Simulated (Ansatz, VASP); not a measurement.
# Two plane-wave programs on Cu

INCAR

```
SYSTEM = Cu
  PREC = Accurate
  ENCUT = 600
  EDIFF = 1E-6
  ISMEAR = -1
  SIGMA = 0.1
  LREAL = .False.
  LASPH = .True.
  NELM = 80
  ALGO = Normal
  ISIF = 3
  LWAVE = .False.
  LCHARG = .False.
  GGA = PS
  IBRION = 2
  NSW = 80
  EDIFFG = -0.01
```

KPOINTS

```
Automatic mesh
0
Gamma
  14 14 8
  0 0 0
```

The input POSCAR:

```
Cu
1.0
    2.5561591618      0.0000000000      0.0000000000
   -1.2780795809      2.2136987702      0.0000000000
    0.0000000000      0.0000000000      4.1742079112
Cu
2
Direct
    0.3333333333      0.6666666667      0.2500000000
    0.6666666667      0.3333333333      0.7500000000
```

Input for Ansatz:

```yaml
crystal:
  lattice:
    - [2.5561591618, 0.0, 0.0]
    - [-1.2780795809, 2.2136987702, 0.0]
    - [0.0, 0.0, 4.1742079112]
  atoms:
    - { symbol: Cu, position: [0.3333333333, 0.6666666667, 0.25] }
    - { symbol: Cu, position: [0.6666666667, 0.3333333333, 0.75] }
hamiltonian:
  xc: pbesol
  pseudopotentials:
    kind: paw
    azcp:
      Cu: "pseudopotentials/Cu.paw.azcp"
basis:
  ecutwfc: 420
  fft_grid_basis: typed
kpoints:
  mp_grid: { grid: [14, 14, 8], shift: [0, 0, 0] }
magnetization:
  spin_polarized: false
scf:
  occupations: { method: fermi_dirac, width: 0.1 }
relax:
  max_steps: 60
  f_tol: 0.01
  cell: {}
output:
  write_density: true
  write_potential: true
  elf: true
  volumetric_format: npy
```

Alike in both runs: task relaxation of cell and atoms; functional PBEsol; k mesh 14 × 14 × 8; occupations fermi-dirac, width 0.1 eV; no spin polarisation.

```csv
,VASP,Ansatz
version,VASP 6.6.1,Ansatz 0.2.0
potentials or method,"VASP PAW PBE potentials, release 64 (Cu), cutoff 600 eV","plane waves (420 eV) with PAW, scalar-relativistic"
valence electrons in the cell,22,38
```

VASP gave:

| Quantity | Value |
| --- | --- |
| relaxed volume (Å³/atom) | 11.38 |
| relaxed cell length with the largest relative difference (Å) | 4.132 |

Problem. Which values does Ansatz return?

Solution. Relaxed volume (Å³/atom): 11.33; relaxed cell length with the largest relative difference (Å): 4.124.

VASP's potentials were made for PBE, not for PBEsol, and Ansatz warns of the same on its side. VASP's potentials hold 22 valence electrons a cell and Ansatz's 38, so a difference there can come from the potentials and not from the codes.
